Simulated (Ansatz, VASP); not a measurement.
**TiO2 in VASP and in Ansatz**

```xyz
6
Lattice="4.5940 0.0000 0.0000 0.0000 4.5940 0.0000 0.0000 0.0000 3.0182" Properties=species:S:1:pos:R:3 pbc="T T T"
Ti    0.0000    0.0000    0.0000
Ti    2.2970    2.2970    1.5091
O     1.4010    1.4010    0.0000
O     0.8960    3.6980    1.5091
O     3.1930    3.1930    0.0000
O     3.6980    0.8960    1.5091
```

Change from the starting cell: z stretched by +2 %, ions relaxed.

Alike in both runs: functional PBE; k mesh 7 × 7 × 10; occupations fermi-dirac, width 0.02 eV; no spin polarisation.

Ansatz relaxed the structure, and its values are those at the end. VASP's run is a single point on that final structure, the one shown.

|  | VASP | Ansatz |
| --- | --- | --- |
| version | VASP 6.6.1 | Ansatz 0.2.0 |
| potentials or method | VASP PAW PBE potentials, release 64 (Ti_sv, O) | plane-wave PAW, scalar-relativistic |
| plane-wave cutoff (eV) | 520 | 420 |
| valence electrons in the cell | 48 | 48 |

Ansatz gave:

- gap on the k mesh at the Fermi level (eV): 1.81
- pressure (GPa): -0.4
- rms of the force components (eV/Å): 0.000

Task: What did VASP give for the same quantities?

Result: gap on the k mesh at the Fermi level (eV): 1.79; pressure (GPa): 0.2; rms of the force components (eV/Å): 0.009.

Ansatz's warnings: stress scf threshold loose.
